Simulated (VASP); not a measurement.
# Al (Fm-3m) in VASP: notebook

Al is run at these levels: PBE; tasks: single point.

Everything below comes from runs of VASP 6.6.1. Logs are shortened: lines on timing, memory, paths and dates and some standing lists are left out, and cuts for length are marked.

**1. The cell of the first run**

The structure is cubic, space group Fm-3m (No. 225). The conventional cell has a = 4.035 Å, b = 4.035 Å, c = 4.035 Å, α = 90.00°, β = 90.00°, γ = 90.00°. Al (site symmetry m-3m) has 12 Al at 2.85 Å within 3.8 Å.

**2. Single point, PBE**

The input, INCAR:

```
PREC = Accurate
ENCUT = 520
EDIFF = 1E-6
ISMEAR = -1
SIGMA = 0.1
LREAL = F
LASPH = T
NELM = 60
ALGO = Normal
ISIF = 2
LWAVE = F
LCHARG = F
GGA = PE
NBANDS = 8
```

The input, KPOINTS:

```
regular mesh
0
Gamma
  13 13 13
```

The input, POSCAR:

```
Al
1.0
    0.0000000000      2.0174200000      2.0174200000
    2.0174200000      0.0000000000      2.0174200000
    2.0174200000      2.0174200000      0.0000000000
Al
1
Direct
    0.0000000000      0.0000000000      0.0000000000
```

Potentials or basis: VASP PAW PBE potentials, release 64 (Al).

Started as:

```console
cat potpaw_PBE.64/Al/POTCAR > POTCAR
mpirun -np 1 vasp_std > vasp.out
```

OUTCAR:

```text
PREC = Accurate
   ENCUT = 520
   EDIFF = 1E-6
   ISMEAR = -1
   LREAL = F
   LASPH = T
   NELM = 60
   ISIF = 2
   GGA = PE

 ion  position               nearest neighbor table
   1  0.000  0.000  0.000-

  LATTYP: Found a face centered cubic cell.
 ALAT       =     4.0348400000

  Lattice vectors:

 A1 = (   0.0000000000,   2.0174200000,   2.0174200000)
 A2 = (   2.0174200000,   0.0000000000,   2.0174200000)
 A3 = (   2.0174200000,   2.0174200000,   0.0000000000)

Analysis of symmetry for initial positions (statically):
=====================================================================
 Subroutine PRICEL returns:
 Original cell was already a primitive cell.

 Routine SETGRP: Setting up the symmetry group for a
 face centered cubic supercell.

 Subroutine GETGRP returns: Found 48 space group operations
 (whereof 48 operations were pure point group operations)
 out of a pool of 48 trial point group operations.

The static configuration has the point symmetry O_h .

Analysis of symmetry for dynamics (positions and initial velocities):
=====================================================================
 Subroutine PRICEL returns:
 Original cell was already a primitive cell.

 Routine SETGRP: Setting up the symmetry group for a
 face centered cubic supercell.

 Subroutine GETGRP returns: Found 48 space group operations
 (whereof 48 operations were pure point group operations)
 out of a pool of 48 trial point group operations.

The dynamic configuration has the point symmetry O_h .

 Subroutine INISYM returns: Found 48 space group operations
 (whereof 48 operations are pure point group operations),
 and found     1 'primitive' translations

----------------------------------------------------------------------------------------

                                     Primitive cell

  volume of cell :      16.4217

  direct lattice vectors                    reciprocal lattice vectors
     0.000000000  2.017420000  2.017420000    -0.247841302  0.247841302  0.247841302
     2.017420000  0.000000000  2.017420000     0.247841302 -0.247841302  0.247841302
     2.017420000  2.017420000  0.000000000     0.247841302  0.247841302 -0.247841302

  length of vectors
     2.853062725  2.853062725  2.853062725     0.429273728  0.429273728  0.429273728

  position of ions in fractional coordinates (direct lattice)
     0.000000000  0.000000000  0.000000000

  ion indices of the primitive-cell ions
   primitive index   ion index
                 1           1

----------------------------------------------------------------------------------------

 KPOINTS: regular mesh

Automatic generation of k-mesh.
 Grid dimensions read from file:
 generate k-points for:   13   13   13

 Generating k-lattice:

  Cartesian coordinates                     Fractional coordinates (reciprocal lattice)
    -0.019064716  0.019064716  0.019064716     0.076923077  0.000000000  0.000000000
     0.019064716 -0.019064716  0.019064716     0.000000000  0.076923077  0.000000000
     0.019064716  0.019064716 -0.019064716     0.000000000  0.000000000  0.076923077

  Length of vectors
     0.033021056  0.033021056  0.033021056

  Shift w.r.t. Gamma in fractional coordinates (k-lattice)
     0.000000000  0.000000000  0.000000000

 Subroutine IBZKPT returns following result:
 ===========================================

 Found     84 irreducible k-points:

 Following reciprocal coordinates:
            Coordinates               Weight
  0.000000  0.000000  0.000000      1.000000
  0.076923  0.000000  0.000000      8.000000
  0.153846  0.000000  0.000000      8.000000
  0.230769  0.000000  0.000000      8.000000
  0.307692  0.000000  0.000000      8.000000
  0.384615  0.000000  0.000000      8.000000
[... 16 lines left out ...]
  0.384615  0.153846  0.000000     24.000000
  0.461538  0.153846  0.000000     24.000000
 [... further k-points ...]
   k-points           NKPTS =     84   k-points in BZ     NKDIM =     84   number of bands    NBANDS=      8
   number of dos      NEDOS =    301   number of ions     NIONS =      1
   total plane-waves  NPLWV =  13824
   dimension x,y,z NGX =    24 NGY =   24 NGZ =   24
   dimension x,y,z NGXF=    48 NGYF=   48 NGZF=   48
   ions per type =               1
   NGX,Y,Z   is equivalent  to a cutoff of  13.98, 13.98, 13.98 a.u.
   NGXF,Y,Z  is equivalent  to a cutoff of  27.97, 27.97, 27.97 a.u.
 SYSTEM =  unknown system
   PREC   = accura    normal or accurate (medium, high low for compatibility)
   ISTART =      0    job   : 0-new  1-cont  2-samecut
   ICHARG =      2    charge: 1-file 2-atom 10-const
   ISPIN  =      1    spin polarized calculation?
   LNONCOLLINEAR =      F non collinear calculations
   LSORBIT =      F    spin-orbit coupling
   LASPH  =      T    aspherical Exc in radial PAW
   ENCUT  =  520.0 eV  38.22 Ry    6.18 a.u.   5.30  5.30  5.30*2*pi/ulx,y,z
   NELM   =     60;   NELMIN=  2; NELMDL= -5     # of ELM steps
   EDIFF  = 0.1E-05   stopping-criterion for ELM
   LREAL  =      F    real-space projection
   EDIFFG = 0.1E-04   stopping-criterion for IOM
   NSW    =      0    number of steps for IOM
   IBRION =     -1    ionic relax: 0-MD 1-quasi-New 2-CG
   NFREE  =      0    steps in history (QN), initial steepest desc. (CG)
   ISIF   =      2    stress and relaxation
   ISYM   =      2    0-nonsym 1-usesym 2-fastsym
   POTIM  = 0.5000    time-step for ionic-motion
   TEBEG  =    0.0;   TEEND  =   0.0 temperature during run
   PSTRESS=    0.0 pullay stress
   NELECT =       3.0000    total number of electrons
   NUPDOWN=      -1.0000    fix difference up-down
   EMIN   =  10.00;   EMAX   =-10.00  energy-range for DOS
   EFERMI =   0.00;   METHOD = LEGACY
   ISMEAR =    -1;   SIGMA  =   0.10  broadening in eV -4-tet -1-fermi 0-gaus
   EFERMI_NEDOS =   21; number of points for ismear=-14 and -15
   IALGO  =     38    algorithm
   IMIX   =      4    mixing-type and parameters
     AMIX     =   0.40;   BMIX     =  1.00
     AMIX_MAG =   1.60;   BMIX_MAG =  1.00
  volume/ion in A,a.u.               =      16.42       110.82
  Fermi-wavevector in a.u.,A,eV,Ry     =   0.928914  1.755393 11.740216  0.862882
  Thomas-Fermi vector in A             =   2.055141
   LORBIT       =      0    0 simple, 1 ext, 2 COOP (PROOUT), +10 PAW based schemes
   GGA     = PE    functional components
   LHFCALC =     F    Hartree Fock is set to
   AEXX    =    0.0000 exact exchange contribution
   IVDW    =     0    specifies the selected vdW correction
   LEPSILON=     F    determine dielectric tensor
   LRPA    =     F    only Hartree local field effects (RPA)
 non-spin polarized calculation
  energy-cutoff  :      520.00
  volume of cell :       16.42
 maximum number of plane-waves:       459
 NGX is ok and might be reduce to    24
   NGX = 11   NGY = 11   NGZ = 11

 number of electron       3.0000000 magnetization

 Free energy of the ion-electron system (eV)
  ---------------------------------------------------
  ext. energy  EPLUGINS =         0.00000000
  ---------------------------------------------------
  free energy    TOTEN  =        -3.74941742 eV

  energy without entropy =       -3.73514796  energy(sigma->0) =       -3.74228269

 E-fermi :   7.9882     XC(G=0): -10.2138

 val. band max:        7.9764482820   @ k =  -0.2308   0.3846   0.1538
 cond. band min:       8.0554439930   @ k =   0.4615   0.2308   0.0000
 fundamental gap:      0.0789957110
 Fermi energy:         7.9882286587

 k-point     1 :       0.0000    0.0000    0.0000
  band No.  band energies     occupation
      1      -3.1174      2.00000
      2      20.6955      0.00000
      3      20.6955      0.00000
      4      20.6955      0.00000
      5      22.2233      0.00000
      6      22.2233      0.00000
      7      22.2233      0.00000
      8      24.5505      0.00000

 k-point     2 :       0.0769    0.0000    0.0000
  band No.  band energies     occupation
      1      -2.9561      2.00000
      2      18.3384      0.00000
      3      20.1925      0.00000
      4      20.1925      0.00000
      5      22.8683      0.00000
      6      22.9751      0.00000
      7      22.9751      0.00000
      8      26.1503      0.00000

 k-point     3 :       0.1538    0.0000    0.0000
  band No.  band energies     occupation
      1      -2.4732      2.00000
      2      15.2227      0.00000
      3      19.5272      0.00000
      4      19.5272      0.00000
      5      22.7273      0.00000
      6      24.1207      0.00000
      7      24.1207      0.00000
      8      25.3786      0.00000

 k-point     4 :       0.2308    0.0000    0.0000
  band No.  band energies     occupation
      1      -1.6720      2.00000
      2      12.2189      0.00000
      3      19.0681      0.00000
      4      19.0681      0.00000
      5      22.4908      0.00000
      6      23.2023      0.00000
      7      23.2023      0.00000
      8      26.5147      0.00000

 k-point     5 :       0.3077    0.0000    0.0000
  band No.  band energies     occupation
      1      -0.5579      2.00000
      2       9.4250      0.00000
      3      18.8633      0.00000
      4      18.8633      0.00000
      5      21.8578      0.00000
      6      21.8578      0.00000
      7      22.4031      0.00000
      8      25.8578      0.00000
[... 177 lines left out ...]
 k-point    22 :       0.3077    0.1538    0.0000
  band No.  band energies     occupation
      1      -0.7695      2.00000
      2      11.7397      0.00000
      3      16.2764      0.00000
      4      17.5737      0.00000
      5      17.9623      0.00000
      6      22.4676      0.00000
      7      26.2774      0.00000
      8      27.3071      0.00000

 k-point    23 :       0.3846    0.1538    0.0000
  band No.  band energies     occupation
      1       0.4423      2.00000
      2       9.0598      0.00004
      3      16.1457      0.00000
      4      16.2515      0.00000
      5      17.8621      0.00000
      6      24.4807      0.00000
      7      25.0970      0.00000
      8      27.3964      0.00000

 k-point    24 :       0.4615    0.1538    0.0000
  band No.  band energies     occupation
      1       1.9549      2.00000
      2       6.6177      2.00000
      3      15.1517      0.00000
      4      16.2894      0.00000
      5      18.0545      0.00000
      6      24.0956      0.00000
      7      26.1252      0.00000
      8      27.9927      0.00000

 [... further k-points ...]

------------------------ aborting loop because EDIFF is reached ----------------------------------------

  FORCE on cell =-STRESS in cart. coord.  units (eV):
  Direction    XX          YY          ZZ          XY          YZ          ZX
  --------------------------------------------------------------------------------------
  -------------------------------------------------------------------------------------
  Total        0.0256396      0.0256396      0.0256396      0.0000000     -0.0000000     -0.0000000
  in kB        2.5015160      2.5015160      2.5015160      0.0000000     -0.0000000     -0.0000000
  external PRESSURE =       2.5015160 kB  Pullay stress =       0.0000000 kB

 VOLUME and BASIS-vectors are now :
 -----------------------------------------------------------------------------
  energy-cutoff  :      520.00
  volume of cell :       16.42
      direct lattice vectors                 reciprocal lattice vectors
     0.000000000  2.017420000  2.017420000    -0.247841302  0.247841302  0.247841302
     2.017420000  0.000000000  2.017420000     0.247841302 -0.247841302  0.247841302
     2.017420000  2.017420000  0.000000000     0.247841302  0.247841302 -0.247841302

 POSITION                                       TOTAL-FORCE (eV/Angst)
 -----------------------------------------------------------------------------------
      0.00000      0.00000      0.00000        -0.000000      0.000000     -0.000000
 -----------------------------------------------------------------------------------
    total drift:                                0.000000     -0.000000     -0.000000

  FREE ENERGIE OF THE ION-ELECTRON SYSTEM (eV)
  ---------------------------------------------------
  free  energy   TOTEN  =        -3.7494174222 eV

  energy  without entropy=       -3.7351479602  energy(sigma->0) =       -3.74228269
```

It took 6 s on 1 thread of AMD EPYC 9R45 (Zen 5), shared host; peak memory 0.1 GiB.

Results:

```
Free energy : -3.7494 eV
Pressure    : 0.3 GPa
```

Levels at points of the mesh, in eV from the Fermi level:
| k point | band 1 | band 2 | band 3 | band 4 |
| --- | --- | --- | --- | --- |
| (0.00, 0.00, 0.00) | -11.11 | 12.71 | 12.71 | 12.71 |

**3. Single point, PBE**

The input, INCAR:

```
SYSTEM = Al
ALGO = Normal ; EDIFF = 1E-6
ENCUT = 500 ; GGA = PE
GGA_COMPAT = .False. ; ISIF = 2
ISMEAR = -1 ; LASPH = .True.
LCHARG = .False. ; LREAL = .False.
LWAVE = .False. ; NBANDS = 8
NELM = 120 ; PREC = Accurate
SIGMA = 0.1
```

The input, KPOINTS:

```
k-points
0
Gamma
  7 7 7
  0 0 0
```

POSCAR is that of step 2.

Potentials or basis: VASP PAW PBE potentials, release 64 (Al).

Started as:

```console
cat potpaw_PBE.64/Al/POTCAR > POTCAR
mpirun -np 1 vasp_std > vasp.out
```

Wall time 2.5 s (1 thread of Intel Xeon 6975P-C, shared host); peak memory 0.13 GiB.

Results (log left out):

* Free energy: -3.7993 eV
* Pressure: 0.0 GPa

Levels at points of the mesh, in eV from the Fermi level:
```
           k point  band 1  band 2  band 3  band 4  band 5
(0.00, 0.00, 0.00)  -11.22   12.59   12.59   12.59   14.12
```

Caveat: the k points lie up to 0.39 Å⁻¹ apart.
